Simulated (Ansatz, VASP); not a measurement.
## One calculation of SnO2, two programs

Contents of INCAR:

```
SYSTEM = SnO2
ALGO     = Normal         ! electronic algorithm
EDIFF    = 1E-6           ! SCF threshold, eV
ENCUT    = 520            ! plane-wave cutoff, eV
GGA      = PE             ! functional
ISIF     = 2              ! what is computed and relaxed
ISMEAR   = 0              ! smearing method
LASPH    = .True.         ! aspherical terms in the spheres
LCHARG   = .False.        ! write CHGCAR
LREAL    = .False.        ! projectors in reciprocal space
LWAVE    = .False.        ! write WAVECAR
NBANDS   = 35             ! bands
NELM     = 100            ! most SCF steps
PREC     = Accurate       ! precision mode
SIGMA    = 0.05           ! smearing width, eV
```

KPOINTS

```
k-points
0
Gamma
  6 6 8
  0 0 0
```

File POSCAR:

```
SnO2
1.0
    4.8277049961      0.0000000000      0.0000000000
    0.0000000000      4.8277049961      0.0000000000
    0.0000000000      0.0000000000      3.2379909406
Sn O
2 4
Direct
    0.0000000000      0.0000000000     -0.0617666954
    0.5000000000      0.5000000000      0.5000000000
    0.3066050863      0.3066050863      0.0000000000
    0.1933949137      0.8066050863      0.5000000000
    0.6933949137      0.6933949137      0.0000000000
    0.8066050863      0.1933949137      0.5000000000
```

Input for Ansatz:

```yaml
crystal:
  lattice:
    - [4.8277049961, 0.0, 0.0]
    - [0.0, 4.8277049961, 0.0]
    - [0.0, 0.0, 3.2379909406]
  atoms:
    - { symbol: Sn, position: [0.0, 0.0, -0.0617666954] }
    - { symbol: Sn, position: [0.5, 0.5, 0.5] }
    - { symbol: O, position: [0.3066050863, 0.3066050863, 0.0] }
    - { symbol: O, position: [0.1933949137, 0.8066050863, 0.5] }
    - { symbol: O, position: [0.6933949137, 0.6933949137, 0.0] }
    - { symbol: O, position: [0.8066050863, 0.1933949137, 0.5] }
basis:
  ecutwfc: 420
kpoints:
  mp_grid: { grid: [6, 6, 8] }
hamiltonian:
  xc: pbe
scf:
  occupations: { method: gaussian, width: 0.05 }
output:
  forces: true
  stress: true
  eigenvalues: true
  write_density: true
  write_potential: true
  elf: true
  volumetric_format: npy
```

Alike in both runs: task single point; functional PBE; k mesh 6 × 6 × 8; occupations gaussian, width 0.05 eV; no spin polarisation.

|  | VASP | Ansatz |
| --- | --- | --- |
| version | VASP 6.6.1 | Ansatz 0.2.0 |
| potentials or method | VASP PAW PBE potentials, release 64 (Sn_d, O), cutoff 520 eV | scalar-relativistic, plane waves, PAW |
| valence electrons in the cell | 52 | 52 |

```csv
,VASP,Ansatz,Ansatz less VASP
gap on the k mesh at the Fermi level (eV),0.68,0.69,+0.015
least direct gap on the mesh (eV),0.68,0.69,+0.015
pressure (GPa),3.4,2.9,-0.54
"traceless stress, the component that is largest in VASP (GPa)",-2.67,-2.67,+0.001
rms of the force components (eV/Å),1.124,1.100,-0.0240
```

Atom by atom the forces differ by 0.025 eV/Å (rms over components). With one functional, cell and mesh, what is left measures potentials, basis and numerics.
